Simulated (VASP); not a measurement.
# CuI (F-43m) in VASP: notebook, part 2 of 2

VASP 6.6.1. The steps go on from the part before.

## (3) Dielectric tensor, PBE

This run uses another cell than the first one, of 27.33 Å³/atom.

The input, INCAR:

```
SYSTEM = CuI
  PREC = Accurate
  ENCUT = 520
  EDIFF = 1E-8
  ISMEAR = 0
  SIGMA = 0.01
  LREAL = .False.
  LASPH = .True.
  NELM = 100
  ALGO = Normal
  ISIF = 2
  LWAVE = .False.
  LCHARG = .False.
  GGA = PE
  LEPSILON = .True.
```

The input, KPOINTS:

```
regular mesh
0
Gamma
  6 6 6
  0 0 0
```

The input, POSCAR:

```
CuI
1.0
    0.0000000000      3.0120427040      3.0120427040
    3.0120427040      0.0000000000      3.0120427040
    3.0120427040      3.0120427040      0.0000000000
Cu I
1 1
Direct
    0.2500000000      0.2500000000      0.2500000000
    0.0000000000      0.0000000000      0.0000000000
```

Potentials or basis: VASP PAW PBE potentials, release 64 (Cu, I).

The run is started by

```console
$ cat potpaw_PBE.64/Cu/POTCAR potpaw_PBE.64/I/POTCAR > POTCAR
$ mpirun -np 1 vasp_std > vasp.out
```

OUTCAR:

```text
SYSTEM = CuI
   PREC = Accurate
   ENCUT = 520
   EDIFF = 1E-8
   ISMEAR = 0
   LREAL = .False.
   LASPH = .True.
   NELM = 100
   ISIF = 2
   GGA = PE
   LEPSILON = .True.

 ion  position               nearest neighbor table
   1  0.250  0.250  0.250-   2 2.61   2 2.61   2 2.61   2 2.61
   2  0.000  0.000  0.000-   1 2.61   1 2.61   1 2.61   1 2.61

  LATTYP: Found a face centered cubic cell.
 ALAT       =     6.0240854080

  Lattice vectors:

 A1 = (   0.0000000000,   3.0120427040,   3.0120427040)
 A2 = (   3.0120427040,   0.0000000000,   3.0120427040)
 A3 = (   3.0120427040,   3.0120427040,   0.0000000000)

Analysis of symmetry for initial positions (statically):
=====================================================================
 Subroutine PRICEL returns:
 Original cell was already a primitive cell.

 Routine SETGRP: Setting up the symmetry group for a
 face centered cubic supercell.

 Subroutine GETGRP returns: Found 24 space group operations
 (whereof 24 operations were pure point group operations)
 out of a pool of 48 trial point group operations.

The static configuration has the point symmetry T_d .

Analysis of symmetry for dynamics (positions and initial velocities):
=====================================================================
 Subroutine PRICEL returns:
 Original cell was already a primitive cell.

 Routine SETGRP: Setting up the symmetry group for a
 face centered cubic supercell.

 Subroutine GETGRP returns: Found 24 space group operations
 (whereof 24 operations were pure point group operations)
[... 424 lines left out ...]
  free  energy   TOTEN  =        -5.5544043062 eV

  energy  without entropy=       -5.5544043062  energy(sigma->0) =       -5.55440431

 HEAD OF MICROSCOPIC STATIC DIELECTRIC TENSOR (INDEPENDENT PARTICLE, excluding Hartree and local field effects)
 ------------------------------------------------------
           7.413683     0.000000     0.000000
          -0.000000     7.413683     0.000000
          -0.000000     0.000000     7.413683
 ------------------------------------------------------

 Free energy of the ion-electron system (eV)
  ---------------------------------------------------
  ---------------------------------------------------
  free energy    TOTEN  =        -0.98062300 eV

  energy without entropy =       -0.98062300

------------------------ aborting loop because EDIFF is reached ----------------------------------------

--------------------------------------- Ionic step        2  -------------------------------------------

------------------------ aborting loop because EDIFF is reached ----------------------------------------

--------------------------------------- Ionic step        3  -------------------------------------------

 Free energy of the ion-electron system (eV)
  ---------------------------------------------------
  ---------------------------------------------------
  free energy    TOTEN  =        -0.98062344 eV

  energy without entropy =       -0.98062344

------------------------ aborting loop because EDIFF is reached ----------------------------------------

 PIEZOELECTRIC TENSOR FIELD DIRECTION 3  (e Angst)
 -----------------------------------------------------------------------------
    -0.00346  1.17204  0.00000           (  0.00001 -0.11148  0.00000)
     1.17204 -0.00346  0.00000           ( -0.11148  0.00001  0.00000)
     0.00000  0.00000  0.00260           (  0.00000  0.00000 -0.00001)

 PIEZOELECTRIC TENSOR FIELD DIRECTION 3  (C/m^2)
 -----------------------------------------------------------------------------
    -0.00101  0.34359  0.00000
     0.34359 -0.00101  0.00000
     0.00000  0.00000  0.00076

 MACROSCOPIC STATIC DIELECTRIC TENSOR (including local field effects in DFT)
 ------------------------------------------------------
           7.080642     0.000000    -0.000000
           0.000000     7.080642     0.000000
          -0.000000     0.000000     7.080642
 ------------------------------------------------------

 PIEZOELECTRIC TENSOR (including local field effects)  for field in x, y, z        (e  Angst)
          XX          YY          ZZ          XY          YZ          ZX
  --------------------------------------------------------------------------------
  x    -0.00000     0.00000    -0.00000     0.00000     1.22935     0.00000
  y     0.00000     0.00000    -0.00000     0.00000     0.00000     1.22935
  z    -0.00000     0.00000     0.00000     1.22935     0.00000     0.00000

 PIEZOELECTRIC TENSOR (including local field effects)  for field in x, y, z        (C/m^2)
          XX          YY          ZZ          XY          YZ          ZX
  --------------------------------------------------------------------------------
  x    -0.00000     0.00000    -0.00000     0.00000     0.36039     0.00000
  y     0.00000     0.00000    -0.00000     0.00000     0.00000     0.36039
  z    -0.00000     0.00000     0.00000     0.36039     0.00000     0.00000

 BORN EFFECTIVE CHARGES (including local field effects) (in |e|, cummulative output)
 ---------------------------------------------------------------------------------
 ion    1
    1     1.17164    -0.00000     0.00000
    2     0.00000     1.17164    -0.00000
    3    -0.00000    -0.00000     1.17164
 ion    2
    1    -1.17164     0.00000    -0.00000
    2     0.00000    -1.17164     0.00000
    3     0.00000     0.00000    -1.17164
```

stdout:

```text
POSCAR found type information on POSCAR CuI
 POSCAR found :  2 types and       2 ions
 scaLAPACK will be used
 LDA part: xc-table for (Slater+PW92), standard interpolation
 POSCAR, INCAR and KPOINTS ok, starting setup
 FFT: planning ... GRIDC
 FFT: planning ... GRID_SOFT
 FFT: planning ... GRID
 WAVECAR not read
 entering main loop
 Linear response reoptimize wavefunctions to high precision
 Linear response G [H, r] |phi>, progress :
  Direction:   1
 Linear response G [H, r] |phi>, progress :
  Direction:   2
 Linear response G [H, r] |phi>, progress :
  Direction:   3
 Linear response to external field (no local field effect), progress :
  Direction:   1
 dielectric tensor                  component  1 :     8.221     2.787     0.903
 Linear response to external field (no local field effect), progress :
  Direction:   2
 dielectric tensor                  component  2 :     2.787     8.460    -1.079
 Linear response to external field (no local field effect), progress :
  Direction:   3
 dielectric tensor                  component  3 :     0.905    -1.080     5.560
 Linear response to external field, progress :
  Direction:   1
 dielectric tensor                  component  1 :     7.081     1.473     0.523
 Linear response to external field, progress :
  Direction:   2
 dielectric tensor                  component  2 :     1.470     7.081     0.419
 Linear response to external field, progress :
  Direction:   3
 dielectric tensor                  component  3 :     1.109     0.886     7.081
 Born effective charges drift removed
```

Run time: 86 s. Hardware: 1 thread of Intel Xeon 6975P-C (Granite Rapids), shared host; peak memory 0.25 GiB.

What came out:

```
Band gap on the k mesh                  : 1.20 eV
Electronic dielectric tensor (diagonal) : 7.08
Born charges (mean of the diagonal)     : Cu +1.17; I -1.17 e
```

Electronic dielectric tensor:
```
7.08 0.00 0.00
0.00 7.08 0.00
0.00 0.00 7.08
```

Born effective charge tensors (e):
atom 1, Cu
```
1.17 0.00 0.00
0.00 1.17 0.00
0.00 0.00 1.17
```
atom 2, I
```
-1.17  0.00  0.00
 0.00 -1.17  0.00
 0.00  0.00 -1.17
```

Caveat: spin-orbit coupling is left out, which moves the levels of the heavy elements.
